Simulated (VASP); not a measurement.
# Cr (Im-3m) in VASP: further runs, part 2 of 2

VASP 6.6.1. Earlier steps stand in the parts before.

## (4) Single point, PBEsol, collinear spin, ferromagnetic start

INCAR reads:

```
SYSTEM = Cr
PREC     = Accurate       ! precision mode
ENCUT    = 520            ! plane-wave cutoff, eV
EDIFF    = 1E-7           ! SCF threshold, eV
ISMEAR   = -1             ! smearing method
SIGMA    = 0.05           ! smearing width, eV
LREAL    = .FALSE.        ! projectors in reciprocal space
LASPH    = .TRUE.         ! aspherical terms in the spheres
NELM     = 150            ! most SCF steps
ALGO     = Normal         ! electronic algorithm
ISIF     = 2              ! what is computed and relaxed
LWAVE    = .FALSE.        ! write WAVECAR
LCHARG   = .FALSE.        ! write CHGCAR
ISPIN    = 2              ! spin polarisation
MAGMOM   = 4.5            ! initial moments
LORBIT   = 11             ! projections on sites
LMAXMIX  = 4              ! l up to which the mixer works
GGA      = PS             ! functional
NBANDS   = 16             ! bands
```

KPOINTS reads:

```
Automatic mesh
0
G
  12 12 12
  0 0 0
```

POSCAR reads:

```
Cr
1.0
   -1.4844496776      1.4844496776      1.4844496776
    1.4844496776     -1.4844496776      1.4844496776
    1.4844496776      1.4844496776     -1.4844496776
Cr
1
Direct
    0.0000000000      0.0000000000      0.0000000000
```

Potentials or basis: VASP PAW PBE potentials, release 64 (Cr_pv).

Launch:

```bash
$ cat potpaw_PBE.64/Cr_pv/POTCAR > POTCAR
$ mpirun -np 1 vasp_std > vasp.out
```

OUTCAR:

```text
SYSTEM = Cr
   PREC = Accurate
   ENCUT = 520
   EDIFF = 1E-7
   ISMEAR = -1
   LREAL = .FALSE.
   LASPH = .TRUE.
   NELM = 150
   ISIF = 2
   ISPIN = 2
   LORBIT = 11
   GGA = PS

 ion  position               nearest neighbor table
   1  0.000  0.000  0.000-

  LATTYP: Found a body centered cubic cell.
 ALAT       =     2.9688993552

  Lattice vectors:

 A1 = (  -1.4844496776,   1.4844496776,   1.4844496776)
 A2 = (   1.4844496776,  -1.4844496776,   1.4844496776)
 A3 = (   1.4844496776,   1.4844496776,  -1.4844496776)

Analysis of symmetry for initial positions (statically):
=====================================================================
 Subroutine PRICEL returns:
 Original cell was already a primitive cell.

 Routine SETGRP: Setting up the symmetry group for a
 body centered cubic supercell.

 Subroutine GETGRP returns: Found 48 space group operations
 (whereof 48 operations were pure point group operations)
 out of a pool of 48 trial point group operations.

The static configuration has the point symmetry O_h .

Analysis of symmetry for dynamics (positions and initial velocities):
=====================================================================
 Subroutine PRICEL returns:
 Original cell was already a primitive cell.

 Routine SETGRP: Setting up the symmetry group for a
 body centered cubic supercell.

 Subroutine GETGRP returns: Found 48 space group operations
 (whereof 48 operations were pure point group operations)
 out of a pool of 48 trial point group operations.

The dynamic configuration has the point symmetry O_h .

Analysis of structural, dynamic, and magnetic symmetry:
=====================================================================
 Subroutine PRICEL returns:
 Original cell was already a primitive cell.

 Routine SETGRP: Setting up the symmetry group for a
 body centered cubic supercell.

 Subroutine GETGRP returns: Found 48 space group operations
 (whereof 48 operations were pure point group operations)
 out of a pool of 48 trial point group operations.

The overall configuration has the point symmetry O_h .

 Subroutine INISYM returns: Found 48 space group operations
 (whereof 48 operations are pure point group operations),
 and found     1 'primitive' translations

----------------------------------------------------------------------------------------

                                     Primitive cell

  volume of cell :      13.0845

  direct lattice vectors                    reciprocal lattice vectors
    -1.484449678  1.484449678  1.484449678     0.000000000  0.336825160  0.336825160
     1.484449678 -1.484449678  1.484449678     0.336825160  0.000000000  0.336825160
     1.484449678  1.484449678 -1.484449678     0.336825160  0.336825160  0.000000000

  length of vectors
     2.571142263  2.571142263  2.571142263     0.476342709  0.476342709  0.476342709

  position of ions in fractional coordinates (direct lattice)
     0.000000000  0.000000000  0.000000000

  ion indices of the primitive-cell ions
   primitive index   ion index
                 1           1

[... 51 lines left out ...]
  0.416667  0.083333  0.083333     12.000000
 [... further k-points ...]
   k-points           NKPTS =     72   k-points in BZ     NKDIM =     72   number of bands    NBANDS=     16
   number of dos      NEDOS =    301   number of ions     NIONS =      1
   total plane-waves  NPLWV =   8000
   dimension x,y,z NGX =    20 NGY =   20 NGZ =   20
   dimension x,y,z NGXF=    40 NGYF=   40 NGZF=   40
   ions per type =               1
   NGX,Y,Z   is equivalent  to a cutoff of  12.93, 12.93, 12.93 a.u.
   NGXF,Y,Z  is equivalent  to a cutoff of  25.86, 25.86, 25.86 a.u.
 SYSTEM =  Cr
   PREC   = accura    normal or accurate (medium, high low for compatibility)
   ISTART =      0    job   : 0-new  1-cont  2-samecut
   ICHARG =      2    charge: 1-file 2-atom 10-const
   ISPIN  =      2    spin polarized calculation?
   LNONCOLLINEAR =      F non collinear calculations
   LSORBIT =      F    spin-orbit coupling
   LASPH  =      T    aspherical Exc in radial PAW
   ENCUT  =  520.0 eV  38.22 Ry    6.18 a.u.   4.78  4.78  4.78*2*pi/ulx,y,z
   NELM   =    150;   NELMIN=  2; NELMDL= -5     # of ELM steps
   EDIFF  = 0.1E-06   stopping-criterion for ELM
   LREAL  =      F    real-space projection
   EDIFFG = 0.1E-05   stopping-criterion for IOM
   NSW    =      0    number of steps for IOM
   IBRION =     -1    ionic relax: 0-MD 1-quasi-New 2-CG
   NFREE  =      0    steps in history (QN), initial steepest desc. (CG)
   ISIF   =      2    stress and relaxation
   ISYM   =      2    0-nonsym 1-usesym 2-fastsym
   POTIM  = 0.5000    time-step for ionic-motion
   TEBEG  =    0.0;   TEEND  =   0.0 temperature during run
   PSTRESS=    0.0 pullay stress
   NELECT =      12.0000    total number of electrons
   NUPDOWN=      -1.0000    fix difference up-down
   EMIN   =  10.00;   EMAX   =-10.00  energy-range for DOS
   EFERMI =   0.00;   METHOD = LEGACY
   ISMEAR =    -1;   SIGMA  =   0.05  broadening in eV -4-tet -1-fermi 0-gaus
   EFERMI_NEDOS =   21; number of points for ismear=-14 and -15
   IALGO  =     38    algorithm
   IMIX   =      4    mixing-type and parameters
     AMIX     =   0.40;   BMIX     =  1.00
     AMIX_MAG =   1.60;   BMIX_MAG =  1.00
  volume/ion in A,a.u.               =      13.08        88.30
  Fermi-wavevector in a.u.,A,eV,Ry     =   1.590559  3.005721 34.421077  2.529878
  Thomas-Fermi vector in A             =   2.689235
   LORBIT       =     11    0 simple, 1 ext, 2 COOP (PROOUT), +10 PAW based schemes
   GGA     = PS    functional components
   LHFCALC =     F    Hartree Fock is set to
   AEXX    =    0.0000 exact exchange contribution
   IVDW    =     0    specifies the selected vdW correction
   LEPSILON=     F    determine dielectric tensor
   LRPA    =     F    only Hartree local field effects (RPA)
 spin polarized calculation
  energy-cutoff  :      520.00
  volume of cell :       13.08
 maximum number of plane-waves:       370
   NGX =  9   NGY =  9   NGZ =  9

 number of electron      12.0000008 magnetization       0.0005257

 number of electron      12.0000008 magnetization      -0.0000044

 Free energy of the ion-electron system (eV)
  ---------------------------------------------------
  ext. energy  EPLUGINS =         0.00000000
  ---------------------------------------------------
  free energy    TOTEN  =       -10.01730937 eV

  energy without entropy =      -10.01120572  energy(sigma->0) =      -10.01425755

 E-fermi :   9.1058     XC(G=0): -13.1153

 val. band max:        9.0615018634   @ k =   0.1667   0.0000   0.0000
 cond. band min:       9.1300617968   @ k =   0.4167   0.0833   0.0000
 fundamental gap:      0.0685599334
 Fermi energy:         9.1057825792

 spin component 1

 k-point     1 :       0.0000    0.0000    0.0000
  band No.  band energies     occupation
      1     -33.5739      1.00000
      2     -33.5739      1.00000
      3     -33.5739      1.00000
      4       1.7359      1.00000
      5       8.3925      1.00000
      6       8.3925      1.00000
[... 435 lines left out ...]
      5       7.0190      1.00000
      6       8.9013      0.98353
[... 8 lines left out ...]
     15      38.2396      0.00000
     16      39.6098      0.00000

 [... further k-points ...]

 spin component 2

 k-point     1 :       0.0000    0.0000    0.0000
  band No.  band energies     occupation
      1     -33.5739      1.00000
      2     -33.5739      1.00000
      3     -33.5739      1.00000
      4       1.7359      1.00000
      5       8.3925      1.00000
      6       8.3925      1.00000
[... 435 lines left out ...]
      5       7.0190      1.00000
      6       8.9013      0.98353
[... 8 lines left out ...]
     15      38.2396      0.00000
     16      39.6098      0.00000

 [... further k-points ...]
[... 5 lines left out ...]
  --------------------------------------------------------------------------------------
  -------------------------------------------------------------------------------------
  Total       -2.6547100     -2.6547100     -2.6547100      0.0000000      0.0000000     -0.0000000
  in kB     -325.0657728   -325.0657728   -325.0657728      0.0000000      0.0000000     -0.0000000
  external PRESSURE =    -325.0657728 kB  Pullay stress =       0.0000000 kB

 VOLUME and BASIS-vectors are now :
 -----------------------------------------------------------------------------
  energy-cutoff  :      520.00
  volume of cell :       13.08
      direct lattice vectors                 reciprocal lattice vectors
    -1.484449678  1.484449678  1.484449678     0.000000000  0.336825160  0.336825160
     1.484449678 -1.484449678  1.484449678     0.336825160  0.000000000  0.336825160
     1.484449678  1.484449678 -1.484449678     0.336825160  0.336825160  0.000000000

 POSITION                                       TOTAL-FORCE (eV/Angst)
 -----------------------------------------------------------------------------------
      0.00000      0.00000      0.00000         0.000000      0.000000      0.000000
 -----------------------------------------------------------------------------------
    total drift:                                0.000000     -0.000000      0.000000

  FREE ENERGIE OF THE ION-ELECTRON SYSTEM (eV)
  ---------------------------------------------------
  free  energy   TOTEN  =       -10.0173093704 eV

  energy  without entropy=      -10.0112057203  energy(sigma->0) =      -10.01425755

 total charge

# of ion       s       p       d       tot
------------------------------------------
    1        0.389   6.331   4.092  10.812

 magnetization (x)

# of ion       s       p       d       tot
------------------------------------------
    1       -0.000  -0.000  -0.000  -0.000
```

It took 25 s on 1 thread of Intel Xeon Platinum 8259CL at 2.50GHz (Skylake/Cascade Lake), shared host; peak memory 0.14 GiB.

Results:

```
Free energy                                           : -10.0173 eV
Pressure                                              : -32.5 GPa
Band gap on the k mesh                                : zero (filled and empty bands overlap)
Net moment                                            : 0.00 μB per cell
Valence electrons inside the program's atomic spheres : Cr 10.81
```

Caveat: the starting moments collapsed, and a magnetic state may lie lower; the PAW data sets were made with another functional, which shifts forces and pressure a little.

## (5) Single point, PBE, collinear spin, zero start

INCAR reads:

```
SYSTEM = Cr
ALGO = Normal
EDIFF = 1E-6
ENCUT = 520
GGA = PE
ISIF = 2
ISMEAR = -1
ISPIN = 2
LASPH = .True.
LCHARG = .False.
LMAXMIX = 4
LORBIT = 11
LREAL = .False.
LWAVE = .False.
MAGMOM = 0
NBANDS = 16
NELM = 150
NUPDOWN = 0.0
PREC = Accurate
SIGMA = 0.05
```

KPOINTS reads:

```
k-points
0
Gamma
  10 10 10
  0 0 0
```

POSCAR is that of step 4.

Potentials or basis: VASP PAW PBE potentials, release 64 (Cr_pv).

Launch:

```bash
$ cat potpaw_PBE.64/Cr_pv/POTCAR > POTCAR
$ mpirun -np 1 vasp_std > vasp.out
```

OUTCAR:

```text
SYSTEM = Cr
   EDIFF = 1E-6
   ENCUT = 520
   GGA = PE
   ISIF = 2
   ISMEAR = -1
   ISPIN = 2
   LASPH = .True.
   LORBIT = 11
   LREAL = .False.
   NELM = 150
   NUPDOWN = 0.0
   PREC = Accurate

 ion  position               nearest neighbor table
   1  0.000  0.000  0.000-

  LATTYP: Found a body centered cubic cell.
 ALAT       =     2.9688993552

  Lattice vectors:

 A1 = (  -1.4844496776,   1.4844496776,   1.4844496776)
 A2 = (   1.4844496776,  -1.4844496776,   1.4844496776)
 A3 = (   1.4844496776,   1.4844496776,  -1.4844496776)

Analysis of symmetry for initial positions (statically):
=====================================================================
 Subroutine PRICEL returns:
 Original cell was already a primitive cell.

 Routine SETGRP: Setting up the symmetry group for a
 body centered cubic supercell.

 Subroutine GETGRP returns: Found 48 space group operations
 (whereof 48 operations were pure point group operations)
 out of a pool of 48 trial point group operations.

The static configuration has the point symmetry O_h .

Analysis of symmetry for dynamics (positions and initial velocities):
[... 183 lines left out ...]
      1     -33.6226      1.00000
      2     -33.6226      1.00000
      3     -33.6226      1.00000
      4       1.9031      1.00000
      5       8.4946      1.00000
      6       8.4946      1.00000
[... 435 lines left out ...]
      5       7.8752      1.00000
      6       8.0941      1.00000
[... 8 lines left out ...]
     15      34.5023      0.00000
     16      36.7870      0.00000

 [... further k-points ...]

 spin component 2

 k-point     1 :       0.0000    0.0000    0.0000
  band No.  band energies     occupation
      1     -33.6226      1.00000
      2     -33.6225      1.00000
      3     -33.6225      1.00000
      4       1.9031      1.00000
      5       8.4946      1.00000
      6       8.4946      1.00000
[... 435 lines left out ...]
      5       7.8752      1.00000
      6       8.0941      1.00000
[... 8 lines left out ...]
     15      34.5023      0.00000
     16      36.7870      0.00000

 [... further k-points ...]
[... 5 lines left out ...]
  --------------------------------------------------------------------------------------
  -------------------------------------------------------------------------------------
  Total       -2.0108461     -2.0108461     -2.0108461     -0.0000000     -0.0000000      0.0000000
  in kB     -246.2254758   -246.2254758   -246.2254758     -0.0000000     -0.0000000      0.0000000
  external PRESSURE =    -246.2254758 kB  Pullay stress =       0.0000000 kB

 VOLUME and BASIS-vectors are now :
 -----------------------------------------------------------------------------
  energy-cutoff  :      520.00
  volume of cell :       13.08
      direct lattice vectors                 reciprocal lattice vectors
    -1.484449678  1.484449678  1.484449678     0.000000000  0.336825160  0.336825160
     1.484449678 -1.484449678  1.484449678     0.336825160  0.000000000  0.336825160
     1.484449678  1.484449678 -1.484449678     0.336825160  0.336825160  0.000000000

 POSITION                                       TOTAL-FORCE (eV/Angst)
 -----------------------------------------------------------------------------------
      0.00000      0.00000      0.00000        -0.000000      0.000000      0.000000
 -----------------------------------------------------------------------------------
    total drift:                                0.000000     -0.000000      0.000000

  FREE ENERGIE OF THE ION-ELECTRON SYSTEM (eV)
  ---------------------------------------------------
  free  energy   TOTEN  =        -9.3794234693 eV

  energy  without entropy=       -9.3711943275  energy(sigma->0) =       -9.37530890

 total charge

# of ion       s       p       d       tot
------------------------------------------
    1        0.397   6.337   4.075  10.809

 magnetization (x)

# of ion       s       p       d       tot
------------------------------------------
    1       -0.000   0.000   0.000   0.000
```

Run time: 13 s. Hardware: 1 thread of AMD EPYC 7R43 (Zen 3), shared host; peak memory 0.1 GiB.

Results:

| Item | Value |
| --- | --- |
| Free energy | -9.3794 eV |
| Pressure | -24.6 GPa |
| Net moment | 0.00 μB per cell |
| Valence electrons inside the program's atomic spheres | Cr 10.81 |

Caveat: the total moment is fixed, so each spin has its own Fermi level.

## (6) Overview

| level | spin | fixed moment (μB) | k mesh | pressure (GPa) | moment (μB) |
| --- | --- | --- | --- | --- | --- |
| PBEsol | collinear, ferromagnetic start | 6.0 | 10 × 10 × 10 | 131.4 | 6.00 |
| PBEsol | collinear, ferromagnetic start | - | 12 × 12 × 12 | -32.7 | 0.00 |
| PBE | collinear, zero start | 0.0 | 10 × 10 × 10 | -24.6 | 0.00 |

Alike in all rows: task single point; potentials or basis VASP PAW PBE potentials, release 64 (Cr_pv); cell as given; cutoff (eV) 520; smearing fermi-dirac 0.05 eV.

The pressure there spans -32.7 GPa (PBEsol) to 131.4 GPa (PBEsol); a positive pressure means that this level wants a larger cell, a negative one a smaller.

Caveats: the PAW data sets were made with another functional, which shifts forces and pressure a little (some runs); the total moment is fixed, so each spin has its own Fermi level (some runs).

Total energies depend on the potentials used, so only differences within one code and one set of settings carry meaning.
